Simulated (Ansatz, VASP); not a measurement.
## Two plane-wave programs on GaP

```
Ga P
1.0
     0.00000    2.34722    2.34722
     2.34722    0.00000    2.34722
     2.34722    2.34722    0.00000
Ga P
1 1
Direct
  0.00000 0.00000 0.00000
  0.50000 0.50000 0.50000
```

Alike in both runs: task relaxation of cell and atoms; functional LDA; k mesh 14 × 14 × 14; occupations fermi-dirac, width 0.1 eV; no spin polarisation.

|  | VASP | Ansatz |
| --- | --- | --- |
| version | VASP 6.6.1 | Ansatz 0.2.0 |
| potentials or method | VASP PAW LDA potentials, release 64 (Ga_d, P) | PAW with Ansatz's default frozen-core files, scalar-relativistic |
| plane-wave cutoff (eV) | 500 | 420 |
| valence electrons in the cell | 18 | 18 |

```tsv
	VASP	Ansatz	Ansatz less VASP
relaxed volume (Å³/atom)	16.10	16.11	+0.008
relaxed cell length with the largest relative difference (Å)	3.571	3.571	+0.0006
```

LDA's correlation is that of Perdew and Zunger in VASP and of Perdew and Wang (1992) in Ansatz.

Noted on VASP's run: the volume moved by over 15 % at a fixed basis, so the end points are rough.
